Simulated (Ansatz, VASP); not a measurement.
**GaN: VASP beside Ansatz**

```
CELL_PARAMETERS angstrom
0.00000 2.10977 2.10977
2.10977 0.00000 2.10977
2.10977 2.10977 0.00000
ATOMIC_POSITIONS crystal
Ga 0.00000 0.00000 0.00000
N 0.50000 0.50000 0.50000
```

Alike in both runs: functional PBEsol; k mesh 17 × 17 × 17; occupations fermi-dirac, width 0.05 eV; no spin polarisation.

Ansatz relaxed the structure, and its values are those at the end. VASP's run is a single point on that final structure, the one shown.

```csv
,VASP,Ansatz
version,VASP 6.6.1,Ansatz 0.2.0
potentials or method,"VASP PAW PBE potentials, release 64 (Ga_d, N)","PAW with Ansatz's default frozen-core files, scalar-relativistic"
plane-wave cutoff (eV),600,420
valence electrons in the cell,18,18
```

Ansatz gave:

```
pressure (GPa) : 0.0
```

Q: Which values does VASP return?

A: Pressure (GPa): 0.2.

VASP's potentials were made for PBE, not for PBEsol.
